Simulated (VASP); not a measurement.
# AlRu (Pmm2) in VASP: further runs

AlRu is run at these levels: PBE; tasks: single point.

Everything below comes from runs of VASP 6.6.1. Logs are shortened: lines on timing, memory, paths and dates and some standing lists are left out, and cuts for length are marked.

### Step 1. The cell of the first run

The structure is orthorhombic, space group Pmm2 (No. 25). The conventional cell has a = 3.004 Å, b = 6.008 Å, c = 3.004 Å, α = 90.00°, β = 90.00°, γ = 90.00°. Within 3.4 Å of Al (site symmetry m) lie 8 Ru at 2.56 to 2.64 Å and 6 Al at 2.97 to 3.03 Å. Ru (site symmetry mm2) has 8 Al at 2.58 to 2.64 Å and 6 Ru at 3.00 to 3.01 Å within 3.4 Å. Within 3.4 Å of Ru (site symmetry mm2) lie 8 Al at 2.56 to 2.62 Å and 6 Ru at 3.00 to 3.01 Å.

### Step 2. Single point, PBE (atoms displaced along several vibrational modes)

INCAR reads:

```
SYSTEM = AlRu
PREC = Accurate ; ENCUT = 520
EDIFF = 1E-6 ; ISMEAR = 0
SIGMA = 0.15 ; LREAL = .False.
LASPH = .True. ; NELM = 100
ALGO = Fast ; ISIF = 2
LWAVE = .False. ; LCHARG = .True.
GGA = PE ; LELF = .True.
LVHAR = .True. ; NBANDS = 25
```

KPOINTS reads:

```
Automatic mesh
0
Gamma
  14 14 8
  0 0 0
```

POSCAR reads:

```
AlRu
1.0
    3.0038895946      0.0000000000      0.0000000000
    0.0000000000      3.0038895946      0.0000000000
    0.0000000000      0.0000000000      6.0077791893
Al Ru
2 2
Direct
    0.0000000000      0.0000000000     -0.0024967629
    0.0000000000      0.0000000000      0.5024967629
    0.4838209766      0.5000000000      0.2500000000
    0.5161790234      0.5000000000      0.7500000000
```

Potentials or basis: VASP PAW PBE potentials, release 64 (Al, Ru_pv).

Launch:

```
$ cat potpaw_PBE.64/Al/POTCAR potpaw_PBE.64/Ru_pv/POTCAR > POTCAR
$ mpirun -np 1 vasp_std > vasp.out
```

OUTCAR:

```text
SYSTEM = AlRu
   PREC = Accurate
   ENCUT = 520
   EDIFF = 1E-6
   ISMEAR = 0
   LREAL = .False.
   LASPH = .True.
   NELM = 100
   ISIF = 2
   GGA = PE

 ion  position               nearest neighbor table
   1  0.000  0.000  0.998-   4 2.56   4 2.56   3 2.58   3 2.58   4 2.62   4 2.62   3 2.64   3 2.64
                             2 2.97   2 3.03
   2  0.000  0.000  0.502-   4 2.56   4 2.56   3 2.58   3 2.58   4 2.62   4 2.62   3 2.64   3 2.64
                             1 2.97   1 3.03
   3  0.484  0.500  0.250-   1 2.58   2 2.58   1 2.58   2 2.58   1 2.64   2 2.64   1 2.64   2 2.64
                             4 3.01   4 3.01
   4  0.516  0.500  0.750-   1 2.56   2 2.56   1 2.56   2 2.56   1 2.62   2 2.62   1 2.62   2 2.62
                             3 3.01   3 3.01

  LATTYP: Found a simple tetragonal cell.
 ALAT       =     3.0038895946
 C/A-ratio  =     2.0000000000

  Lattice vectors:

 A1 = (   3.0038895946,   0.0000000000,   0.0000000000)
 A2 = (   0.0000000000,   3.0038895946,   0.0000000000)
 A3 = (   0.0000000000,   0.0000000000,   6.0077791893)

Analysis of symmetry for initial positions (statically):
=====================================================================
 Subroutine PRICEL returns:
 Original cell was already a primitive cell.

 Routine SETGRP: Setting up the symmetry group for a
 simple tetragonal supercell.

 Subroutine GETGRP returns: Found  4 space group operations
 (whereof  2 operations were pure point group operations)
 out of a pool of 16 trial point group operations.

The static configuration has the point symmetry C_1h.
 The point group associated with its full space group is C_2v.

Analysis of symmetry for dynamics (positions and initial velocities):
=====================================================================
 Subroutine PRICEL returns:
 Original cell was already a primitive cell.

 Routine SETGRP: Setting up the symmetry group for a
 simple tetragonal supercell.

 Subroutine GETGRP returns: Found  4 space group operations
 (whereof  2 operations were pure point group operations)
 out of a pool of 16 trial point group operations.

The dynamic configuration has the point symmetry C_1h.
 The point group associated with its full space group is C_2v.

 Subroutine INISYM returns: Found  4 space group operations
 (whereof  2 operations are pure point group operations),
 and found     1 'primitive' translations

----------------------------------------------------------------------------------------

                                     Primitive cell

  volume of cell :      54.2103

  direct lattice vectors                    reciprocal lattice vectors
     3.003889595  0.000000000  0.000000000     0.332901716  0.000000000  0.000000000
     0.000000000  3.003889595  0.000000000     0.000000000  0.332901716  0.000000000
     0.000000000  0.000000000  6.007779189     0.000000000  0.000000000  0.166450858

  length of vectors
     3.003889595  3.003889595  6.007779189     0.332901716  0.332901716  0.166450858

  position of ions in fractional coordinates (direct lattice)
     0.000000000  0.000000000  0.997503237
     0.000000000  0.000000000  0.502496763
     0.483820977  0.500000000  0.250000000
     0.516179023  0.500000000  0.750000000

  ion indices of the primitive-cell ions
   primitive index   ion index
                 1           1
                 2           2
                 3           3
                 4           4

----------------------------------------------------------------------------------------

 KPOINTS: Automatic mesh

Automatic generation of k-mesh.
 Grid dimensions read from file:
 generate k-points for:   14   14    8

 Generating k-lattice:

  Cartesian coordinates                     Fractional coordinates (reciprocal lattice)
     0.023778694  0.000000000  0.000000000     0.071428571  0.000000000  0.000000000
     0.000000000  0.023778694  0.000000000     0.000000000  0.071428571  0.000000000
     0.000000000  0.000000000  0.020806357     0.000000000  0.000000000  0.125000000

  Length of vectors
     0.023778694  0.023778694  0.020806357

  Shift w.r.t. Gamma in fractional coordinates (k-lattice)
     0.000000000  0.000000000  0.000000000

 Subroutine IBZKPT returns following result:
 ===========================================

 Found    320 irreducible k-points:

 Following reciprocal coordinates:
            Coordinates               Weight
  0.000000  0.000000  0.000000      1.000000
  0.071429  0.000000  0.000000      2.000000
  0.000000  0.071429  0.000000      2.000000
  0.142857  0.000000  0.000000      2.000000
  0.000000  0.142857  0.000000      2.000000
  0.214286  0.000000  0.000000      2.000000
[... 16 lines left out ...]
  0.357143  0.071429  0.000000      4.000000
 -0.071429  0.357143  0.000000      4.000000
 [... further k-points ...]
   k-points           NKPTS =    320   k-points in BZ     NKDIM =    320   number of bands    NBANDS=     25
   number of dos      NEDOS =    301   number of ions     NIONS =      4
   total plane-waves  NPLWV =  27648
   dimension x,y,z NGX =    24 NGY =   24 NGZ =   48
   dimension x,y,z NGXF=    48 NGYF=   48 NGZF=   96
   ions per type =               2   2
   NGX,Y,Z   is equivalent  to a cutoff of  13.28, 13.28, 13.28 a.u.
   NGXF,Y,Z  is equivalent  to a cutoff of  26.56, 26.56, 26.56 a.u.
 SYSTEM =  AlRu
   PREC   = accura    normal or accurate (medium, high low for compatibility)
   ISTART =      0    job   : 0-new  1-cont  2-samecut
   ICHARG =      2    charge: 1-file 2-atom 10-const
   ISPIN  =      1    spin polarized calculation?
   LNONCOLLINEAR =      F non collinear calculations
   LSORBIT =      F    spin-orbit coupling
   LASPH  =      T    aspherical Exc in radial PAW
   ENCUT  =  520.0 eV  38.22 Ry    6.18 a.u.   5.59  5.59 11.17*2*pi/ulx,y,z
   NELM   =    100;   NELMIN=  2; NELMDL= -5     # of ELM steps
   EDIFF  = 0.1E-05   stopping-criterion for ELM
   LREAL  =      F    real-space projection
   EDIFFG = 0.1E-04   stopping-criterion for IOM
   NSW    =      0    number of steps for IOM
   IBRION =     -1    ionic relax: 0-MD 1-quasi-New 2-CG
   NFREE  =      0    steps in history (QN), initial steepest desc. (CG)
   ISIF   =      2    stress and relaxation
   ISYM   =      2    0-nonsym 1-usesym 2-fastsym
   POTIM  = 0.5000    time-step for ionic-motion
   TEBEG  =    0.0;   TEEND  =   0.0 temperature during run
   PSTRESS=    0.0 pullay stress
   NELECT =      34.0000    total number of electrons
   NUPDOWN=      -1.0000    fix difference up-down
   EMIN   =  10.00;   EMAX   =-10.00  energy-range for DOS
   EFERMI =   0.00;   METHOD = LEGACY
   ISMEAR =     0;   SIGMA  =   0.15  broadening in eV -4-tet -1-fermi 0-gaus
   EFERMI_NEDOS =   21; number of points for ismear=-14 and -15
   IALGO  =     68    algorithm
   IMIX   =      4    mixing-type and parameters
     AMIX     =   0.40;   BMIX     =  1.00
     AMIX_MAG =   1.60;   BMIX_MAG =  1.00
  volume/ion in A,a.u.               =      13.55        91.46
  Fermi-wavevector in a.u.,A,eV,Ry     =   1.401330  2.648130 26.718122  1.963727
  Thomas-Fermi vector in A             =   2.524202
   LORBIT       =      0    0 simple, 1 ext, 2 COOP (PROOUT), +10 PAW based schemes
   GGA     = PE    functional components
   LHFCALC =     F    Hartree Fock is set to
   AEXX    =    0.0000 exact exchange contribution
   IVDW    =     0    specifies the selected vdW correction
   LEPSILON=     F    determine dielectric tensor
   LRPA    =     F    only Hartree local field effects (RPA)
 non-spin polarized calculation
 RMM-DIIS sequential band-by-band and
 Gauss-broadening in eV      SIGMA  =   0.15
  energy-cutoff  :      520.00
  volume of cell :       54.21
 maximum number of plane-waves:      1486
 NGX is ok and might be reduce to    24
   NGX = 11   NGY = 11   NGZ = 23

 number of electron      33.9999995 magnetization

 Free energy of the ion-electron system (eV)
  ---------------------------------------------------
  ext. energy  EPLUGINS =         0.00000000
  ---------------------------------------------------
  free energy    TOTEN  =       -28.50658680 eV

  energy without entropy =      -28.46531240  energy(sigma->0) =      -28.48594960

 E-fermi :  10.5476     XC(G=0): -12.5023

 val. band max:       10.5459902896   @ k =   0.4286   0.1429   0.2500
 cond. band min:      10.5487450041   @ k =  -0.0714   0.4286   0.2500
 fundamental gap:      0.0027547145
 Fermi energy:        10.5476491975

 k-point     1 :       0.0000    0.0000    0.0000
  band No.  band energies     occupation
      1     -31.4187      2.00000
      2     -31.2204      2.00000
      3     -31.2167      2.00000
      4     -31.2147      2.00000
      5     -31.1993      2.00000
      6     -31.1976      2.00000
[... 17 lines left out ...]
     24      21.1299      0.00000
     25      21.5266      0.00000

 k-point     2 :       0.0714    0.0000    0.0000
  band No.  band energies     occupation
      1     -31.4175      2.00000
      2     -31.2247      2.00000
      3     -31.2196      2.00000
      4     -31.2159      2.00000
      5     -31.2072      2.00000
      6     -31.1985      2.00000
[... 17 lines left out ...]
     24      20.8581      0.00000
     25      21.7709      0.00000

 k-point     3 :       0.0000    0.0714    0.0000
  band No.  band energies     occupation
      1     -31.4175      2.00000
      2     -31.2268      2.00000
      3     -31.2196      2.00000
      4     -31.2138      2.00000
      5     -31.2089      2.00000
      6     -31.1967      2.00000
[... 17 lines left out ...]
     24      20.9590      0.00000
     25      21.1394      0.00000

 k-point     4 :       0.1429    0.0000    0.0000
  band No.  band energies     occupation
      1     -31.4140      2.00000
      2     -31.2527      2.00000
      3     -31.2339      2.00000
      4     -31.2173      2.00000
      5     -31.2135      2.00000
      6     -31.1961      2.00000
[... 17 lines left out ...]
     24      19.7489      0.00000
     25      20.6976      0.00000
[... 477 lines left out ...]
 k-point    22 :      -0.0714    0.2857    0.0000
  band No.  band energies     occupation
      1     -31.4022      2.00000
      2     -31.3383      2.00000
      3     -31.3159      2.00000
      4     -31.2140      2.00000
      5     -31.2092      2.00000
      6     -31.1965      2.00000
[... 17 lines left out ...]
     24      19.1238      0.00000
     25      19.6993      0.00000

 k-point    23 :       0.3571    0.0714    0.0000
  band No.  band energies     occupation
      1     -31.3971      2.00000
      2     -31.3759      2.00000
      3     -31.3521      2.00000
      4     -31.2126      2.00000
      5     -31.2059      2.00000
      6     -31.1947      2.00000
[... 17 lines left out ...]
     24      19.7371      0.00000
     25      20.1110      0.00000

 k-point    24 :      -0.0714    0.3571    0.0000
  band No.  band energies     occupation
      1     -31.3972      2.00000
      2     -31.3780      2.00000
      3     -31.3539      2.00000
      4     -31.2105      2.00000
      5     -31.2058      2.00000
      6     -31.1930      2.00000
[... 17 lines left out ...]
     24      19.7550      0.00000
     25      20.0895      0.00000

 [... further k-points ...]
[... 5 lines left out ...]
  --------------------------------------------------------------------------------------
  -------------------------------------------------------------------------------------
  Total        0.0843321      0.1174386      0.0531359      0.0000000      0.0000000      0.0000000
  in kB        2.4924214      3.4708809      1.5704224      0.0000000      0.0000000      0.0000000
  external PRESSURE =       2.5112416 kB  Pullay stress =       0.0000000 kB

 VOLUME and BASIS-vectors are now :
 -----------------------------------------------------------------------------
  energy-cutoff  :      520.00
  volume of cell :       54.21
      direct lattice vectors                 reciprocal lattice vectors
     3.003889595  0.000000000  0.000000000     0.332901716  0.000000000  0.000000000
     0.000000000  3.003889595  0.000000000     0.000000000  0.332901716  0.000000000
     0.000000000  0.000000000  6.007779189     0.000000000  0.000000000  0.166450858

 POSITION                                       TOTAL-FORCE (eV/Angst)
 -----------------------------------------------------------------------------------
      0.00000      0.00000      5.99278         0.016767      0.000000      0.162033
      0.00000      0.00000      3.01889         0.016767      0.000000     -0.162033
      1.45334      1.50194      1.50194         0.422361      0.000000      0.000000
      1.55054      1.50194      4.50583        -0.455896      0.000000      0.000000
 -----------------------------------------------------------------------------------
    total drift:                                0.000032      0.000000     -0.000000

  FREE ENERGIE OF THE ION-ELECTRON SYSTEM (eV)
  ---------------------------------------------------
  free  energy   TOTEN  =       -28.5065868029 eV

  energy  without entropy=      -28.4653124019  energy(sigma->0) =      -28.48594960
```

Wall time 2.8 min (1 thread of Intel Xeon 6975P-C (Granite Rapids), shared host); peak memory 0.45 GiB.

Results:

- Free energy: -28.5066 eV
- Pressure: 0.3 GPa
- Largest force: 0.456 eV/Å
- Band gap on the k mesh: zero (bands 17 and 18 overlap by 2.90 eV)

Forces in eV/Å, atoms in the order of the input:
```
Al   0.017  0.000  0.162
Al   0.017  0.000 -0.162
Ru   0.422  0.000  0.000
Ru  -0.456  0.000  0.000
```

Stress tensor (GPa, compression positive):
```
0.25 0.00 0.00
0.00 0.35 0.00
0.00 0.00 0.16
```

Caveat: the cell differs from its parent crystal (atoms displaced along several vibrational modes).

### Step 3. Single point, PBE (atoms displaced along several vibrational modes)

INCAR reads:

```
PREC = Accurate ; ENCUT = 520
EDIFF = 1E-6 ; ISMEAR = 0
SIGMA = 0.15 ; LREAL = F
LASPH = T ; NELM = 60
ALGO = Fast ; ISIF = 2
LWAVE = F ; LCHARG = T
GGA = PE ; LELF = T
LVHAR = T ; NBANDS = 25
```

KPOINTS reads:

```
regular mesh
0
Gamma
  14 14 8
```

POSCAR reads:

```
AlRu
1.0
    3.0038895946      0.0000000000      0.0000000000
    0.0000000000      3.0038895946      0.0000000000
    0.0000000000      0.0000000000      6.0077791893
Al Ru
2 2
Direct
    0.0000000000      0.0000000000     -0.0074902886
    0.0000000000      0.0000000000      0.5074902886
    0.4946069922      0.5000000000      0.2500000000
    0.5053930078      0.5000000000      0.7500000000
```

Potentials or basis: VASP PAW PBE potentials, release 64 (Al, Ru_pv).

Launch:

```
$ cat potpaw_PBE.64/Al/POTCAR potpaw_PBE.64/Ru_pv/POTCAR > POTCAR
$ mpirun -np 1 vasp_std > vasp.out
```

Run time: 2.6 min. Hardware: 1 thread of Intel Xeon 6975P-C (Granite Rapids), shared host; peak memory 0.45 GiB.

It converged, with:

* Free energy: -28.5063 eV
* Pressure: 0.3 GPa
* Largest force: 0.485 eV/Å
* Band gap on the k mesh: zero (bands 17 and 18 overlap by 2.77 eV)

Forces in eV/Å, atoms in the order of the input:
```
Al   0.017  0.000  0.485
Al   0.017  0.000 -0.485
Ru   0.131  0.000  0.000
Ru  -0.164  0.000  0.000
```

Levels at points of the mesh, in eV from the Fermi level:
| k point | band 15 | band 16 | band 17 | band 18 | band 19 | band 20 |
| --- | --- | --- | --- | --- | --- | --- |
| (0.00, 0.00, 0.00) | 0.14 | 0.16 | 0.17 | 0.43 | 2.23 | 6.00 |
| (0.50, 0.00, 0.00) | -1.35 | -1.16 | -1.12 | 0.41 | 1.49 | 2.24 |
| (0.00, 0.50, 0.00) | -1.36 | -1.15 | -1.12 | 0.41 | 1.49 | 2.24 |
| (0.50, 0.50, 0.00) | -1.15 | 1.49 | 1.58 | 1.60 | 2.49 | 4.10 |
| (0.00, 0.00, 0.50) | -0.79 | -0.79 | 0.21 | 0.36 | 3.02 | 3.08 |
| (0.50, 0.00, 0.50) | -1.48 | -1.26 | -0.52 | -0.40 | 2.05 | 2.12 |
| (0.00, 0.50, 0.50) | -1.49 | -1.25 | -0.52 | -0.40 | 2.05 | 2.12 |
| (0.50, 0.50, 0.50) | 1.51 | 1.57 | 1.71 | 1.71 | 2.02 | 2.02 |

Caveat: the cell differs from its parent crystal (atoms displaced along several vibrational modes).
